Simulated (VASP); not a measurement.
Set up this calculation in VASP 6.6.1, as the native input.

| Item | Value |
| --- | --- |
| Task | relaxation of cell and atoms |
| Functional | RPBE |
| Dispersion | D3(BJ) |
| Potentials or basis | VASP PAW PBE potentials, release 64 (Al, O) |
| Cutoff | 600 eV |
| k mesh | 7 × 7 × 7 |
| Occupations | fermi-dirac, width 0.05 eV |
| Spin | no spin polarisation |
| Dipole correction | no |
| Further INCAR settings | ALGO = Normal; EDIFF = 1e-06; IBRION = 2; EDIFFG = -0.01; NSW = 60; ISIF = 3 |

The structure of Al2O3 lies in POSCAR:

```
Al2O3
1.0
    2.3802500000      1.3742379782      4.3318666667
   -2.3802500000      1.3742379782      4.3318666667
    0.0000000000     -2.7484759565      4.3318666667
Al O
4 6
Direct
    0.8521600000      0.8521600000      0.8521600000
    0.6478400000      0.6478400000      0.6478400000
    0.1478400000      0.1478400000      0.1478400000
    0.3521600000      0.3521600000      0.3521600000
    0.0566800000      0.7500000000      0.4433200000
    0.7500000000      0.4433200000      0.0566800000
    0.4433200000      0.0566800000      0.7500000000
    0.9433200000      0.2500000000      0.5566800000
    0.2500000000      0.5566800000      0.9433200000
    0.5566800000      0.9433200000      0.2500000000
```

The input as run:

INCAR

```
PREC = Accurate
ENCUT = 600
EDIFF = 1E-6
ISMEAR = -1
SIGMA = 0.05
LREAL = False
LASPH = True
NELM = 80
ALGO = Normal
ISIF = 3
LWAVE = False
LCHARG = False
GGA = RP
IVDW = 12
IBRION = 2
NSW = 60
EDIFFG = -0.01
```

KPOINTS

```
Automatic mesh
0
Gamma
  7 7 7
```

Potentials or basis: VASP PAW PBE potentials, release 64 (Al, O).

Run with:

```console
$ cat potpaw_PBE.64/Al/POTCAR potpaw_PBE.64/O/POTCAR > POTCAR
$ mpirun -np 1 vasp_std > vasp.out
```

It gave:

```yaml
Relaxed_volume: 8.18 Å³/atom
Relaxed_cell: a = 5.055 Å, b = 5.055 Å, c = 5.055 Å, α = 55.50°, β = 55.50°, γ = 55.50°
Space_group_after_relaxing_to_0.1_Å: R-3c (No. 167)
Energy_gained_by_relaxing: 10.2 meV/atom
Ionic_steps: 7
Pressure_after_relaxing: -0.2 GPa
Largest_force_after_relaxing: 0.009 eV/Å
Band_gap_on_the_k_mesh: 6.75 eV
Dispersion_energy_per_atom: -1.008 eV
```

Caveat: the dispersion term is far too large for a dense solid, which distorts pressure and volume; the PAW data sets were made with another functional, which shifts forces and pressure a little.

It took 4 min on 1 thread of Intel(R) Xeon(R) 6975P-C (Granite Rapids) (shared host), peak memory 0.34 GiB.
